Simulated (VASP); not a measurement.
A run of VASP 6.6.1 is set up as follows.

Contents of INCAR:

```
SYSTEM = Al
PREC = Accurate ; ENCUT = 520
EDIFF = 1E-7 ; ISMEAR = -1
SIGMA = 0.1 ; LREAL = .FALSE.
LASPH = .TRUE. ; NELM = 100
ALGO = Normal ; ISIF = 2
LWAVE = .FALSE. ; LCHARG = .FALSE.
NBANDS = 8
```

File KPOINTS:

```
regular mesh
0
G
  13 13 13
  0 0 0
```

File POSCAR:

```
Al
1.0
    2.7177243679      0.0000000000      0.0000000000
    0.0000000000      2.7177243679      0.0000000000
    0.0000000000      0.0000000000      2.7177243679
Al
1
Direct
    0.0000000000      0.0000000000      0.0000000000
```

Potentials or basis: VASP PAW LDA potentials, release 64 (Al).

Run with:

```console
$ cat potpaw_LDA.64/Al/POTCAR > POTCAR
$ mpirun -np 1 vasp_std > vasp.out
```

Q: Predict the pressure.

A: -2.2 GPa.
